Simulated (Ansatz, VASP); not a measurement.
Two plane-wave programs on BN

POSCAR

```
BN
1.0
    0.0000000000      1.8048137558      1.8048137558
    1.8048137558      0.0000000000      1.8048137558
    1.8048137558      1.8048137558      0.0000000000
B N
1 1
Direct
    0.0000000000      0.0000000000      0.0000000000
    0.7500000000      0.7500000000      0.7500000000
```

The input INCAR.step1:

```
SYSTEM = BN
PREC = Accurate ; ENCUT = 520
ISMEAR = 0 ; SIGMA = 0.05
LREAL = .False. ; LASPH = .True.
NELM = 80 ; NBANDS = 11
GGA = PE ; ALGO = Normal
EDIFF = 1E-4 ; LWAVE = .True.
LCHARG = .False.
```

File INCAR.step2:

```
SYSTEM = BN
PREC = Accurate ; ENCUT = 520
EDIFF = 1E-6 ; ISMEAR = 0
SIGMA = 0.05 ; LREAL = .False.
LASPH = .True. ; NELM = 80
ALGO = Normal ; ISIF = 2
LWAVE = .False. ; LCHARG = .False.
METAGGA = R2SCAN ; LMIXTAU = .True.
NBANDS = 11 ; ISTART = 1
```

File KPOINTS:

```
Automatic mesh
0
Gamma
  12 12 12
  0 0 0
```

Input for Ansatz:

```yaml
crystal:
  lattice:
    - [0.0, 1.8048137558, 1.8048137558]
    - [1.8048137558, 0.0, 1.8048137558]
    - [1.8048137558, 1.8048137558, 0.0]
  atoms:
    - { symbol: B, position: [0.0, 0.0, 0.0] }
    - { symbol: "N", position: [0.75, 0.75, 0.75] }
basis:
  ecutwfc: 500
kpoints:
  mp_grid: { grid: [12, 12, 12] }
hamiltonian:
  xc: r2scan
scf:
  occupations: { method: gaussian, width: 0.05 }
output:
  forces: true
  stress: true
  eigenvalues: true
```

Alike in both runs: task single point; functional r2SCAN; k mesh 12 × 12 × 12; occupations gaussian, width 0.05 eV; no spin polarisation.

|  | VASP | Ansatz |
| --- | --- | --- |
| version | VASP 6.6.1 | Ansatz 0.2.0 |
| potentials or method | VASP PAW PBE potentials, release 64 (B, N), cutoff 520 eV | scalar-relativistic, plane waves, PAW |
| valence electrons in the cell | 8 | 8 |

```tsv
	VASP	Ansatz	Ansatz less VASP
gap on the k mesh at the Fermi level (eV)	4.98	5.00	+0.021
least direct gap on the mesh (eV)	9.55	9.59	+0.039
pressure (GPa)	1.2	0.0	-1.12
```

VASP's potentials were made for PBE, not for r2SCAN.
